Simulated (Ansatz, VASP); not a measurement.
# SiC: VASP beside Ansatz

Contents of INCAR:

```
SYSTEM = SiC
PREC = Accurate
ENCUT = 520
EDIFF = 1E-7
ISMEAR = 0
SIGMA = 0.01
LREAL = .FALSE.
LASPH = .TRUE.
NELM = 60
ALGO = Normal
ISIF = 2
LWAVE = .FALSE.
LCHARG = .FALSE.
GGA = PS
NBANDS = 16
```

Contents of KPOINTS:

```
Automatic mesh
0
G
  12 12 4
  0 0 0
```

File POSCAR:

```
SiC
1.0
    3.0862193442      0.0000000000      0.0000000000
   -1.5431096721      2.6727443517      0.0000000000
    0.0000000000      0.0000000000      5.0647708873
Si C
2 2
Direct
    0.3333333333      0.6666666667      0.0000000000
    0.6666666667      0.3333333333      0.5000000000
    0.3333333333      0.6666666667      0.3850000000
    0.6666666667      0.3333333333      0.8850000000
```

Input for Ansatz:

```yaml
crystal:
  lattice:
    - [3.0862193441754666, 0.0, 0.0]
    - [-1.5431096720877333, 2.67274435165919, 0.0]
    - [0.0, 0.0, 5.064770887320466]
  atoms:
    - { symbol: Si, position: [0.3333333333333333, 0.6666666666666666, 0.0] }
    - { symbol: Si, position: [0.6666666666666666, 0.3333333333333333, 0.5] }
    - { symbol: C, position: [0.3333333333333333, 0.6666666666666666, 0.385] }
    - { symbol: C, position: [0.6666666666666666, 0.3333333333333333, 0.885] }
basis:
  ecutwfc: 462.593566181796
kpoints:
  mp_grid:
    grid: [12, 12, 4]
hamiltonian:
  xc: pbesol
scf:
  convergence:
    dr2_threshold: 1.0e-10
  occupations:
    method: fixed
output:
  stress: true
```

Alike in both runs: task single point; functional PBEsol; k mesh 12 × 12 × 4; no spin polarisation.

```csv
,VASP,Ansatz
version,VASP 6.6.1,Ansatz 0.2.0
potentials or method,"VASP PAW PBE potentials, release 64 (Si, C), cutoff 520 eV","plane waves, PAW"
occupations,"gaussian, width 0.01 eV",fixed
valence electrons in the cell,16,16
```

Ansatz gave:

* pressure (GPa): -1.9
* traceless stress, the component that is largest in VASP (GPa): -3.00

Task: Estimate VASP's values.

Result: Pressure (GPa): -1.6; traceless stress, the component that is largest in VASP (GPa): -3.05.

VASP's potentials were made for PBE, not for PBEsol.
